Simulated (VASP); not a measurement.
Here is a VASP 6.6.1 calculation.

Contents of POSCAR:

```
C
1.0
    0.0000000000      1.7938774703      1.7536669662
    1.7938774703      0.0000000000      1.7536669662
    1.7938774703      1.7938774703      0.0000000000
C
2
Direct
    0.0000000000      0.0000000000      0.0000000000
    0.2500000000      0.2500000000      0.2500000000
```

Contents of INCAR.step1:

```
SYSTEM = C
PREC = Accurate ; ENCUT = 520
ISMEAR = -1 ; SIGMA = 0.03
LREAL = .FALSE. ; LASPH = .TRUE.
NELM = 80 ; NBANDS = 11
GGA = PE ; ALGO = Normal
EDIFF = 1E-4 ; LWAVE = .TRUE.
LCHARG = .FALSE.
```

File INCAR.step2:

```
SYSTEM = C
PREC = Accurate ; ENCUT = 520
EDIFF = 1E-8 ; ISMEAR = -1
SIGMA = 0.03 ; LREAL = .FALSE.
LASPH = .TRUE. ; NELM = 80
ALGO = Normal ; ISIF = 2
LWAVE = .FALSE. ; LCHARG = .FALSE.
METAGGA = R2SCAN ; LMIXTAU = .TRUE.
LEFG = .TRUE. ; NBANDS = 11
ISTART = 1
```

Contents of KPOINTS:

```
regular mesh
0
G
  14 14 14
  0 0 0
```

Potentials or basis: VASP PAW PBE potentials, release 64 (C).

Launch:

```console
$ cat potpaw_PBE.64/C/POTCAR > POTCAR
$ cp INCAR.step1 INCAR
$ mpirun -np 1 vasp_std > vasp.out
$ cp INCAR.step2 INCAR
$ mpirun -np 1 vasp_std > vasp.out
```

(1) Estimate the band gap on the k mesh.

(2) Estimate the pressure.

Results:

(1) 3.72 eV, indirect (least direct gap 5.42 eV).

(2) 1.0 GPa.

Caveat: without QUAD_EFG the Cq values of the log hold for a quadrupole moment of 1 mb, not for the nuclei; the PAW data sets were made with another functional, which shifts forces and pressure a little.
